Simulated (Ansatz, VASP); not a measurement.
Two plane-wave programs on Sn2TeO2

```
Sn Te O
1.0
     9.12762    0.00000    0.00000
     0.00000    9.12762    0.00000
     0.00000    0.00000    3.14797
Sn Te O
4 2 4
Direct
  0.67251 0.17251 0.50000
  0.32749 0.82749 0.50000
  0.17251 0.32749 0.50000
  0.82749 0.67251 0.50000
  0.50000 0.50000 0.00000
  0.00000 0.00000 0.00000
  0.22309 0.72309 0.00000
  0.77691 0.27691 0.00000
  0.72309 0.77691 0.00000
  0.27691 0.22309 0.00000
```

Change from the starting cell: species swapped into the Er2InCu2 type (P4/mbm, No. 127).

Alike in both runs: task relaxation of cell and atoms; functional PBE; k mesh 4 × 4 × 12; occupations gaussian, width 0.1 eV; no spin polarisation.

|  | VASP | Ansatz |
| --- | --- | --- |
| version | VASP 6.6.1 | Ansatz 0.2.0 |
| potentials or method | VASP PAW PBE potentials, release 64 (Sn_d, Te, O), cutoff 600 eV | scalar-relativistic, plane waves, PAW |
| valence electrons in the cell | 92 | 112 |

|  | VASP | Ansatz | Ansatz less VASP |
| --- | --- | --- | --- |
| gap on the k mesh at the Fermi level, each at its own relaxed structure (eV) | none | none | - |
| relaxed volume (Å³/atom) | 25.56 | 26.24 | +0.688 |
| relaxed length of the cell vector where the two differ most in proportion (Å) | 9.002 | 9.126 | +0.1231 |

A gap of «none» marks a metal or a gap that the smearing closes. VASP's potentials hold 92 valence electrons a cell and Ansatz's 112, so a difference there can come from the potentials and not from the codes.

Spin-orbit coupling is off throughout.
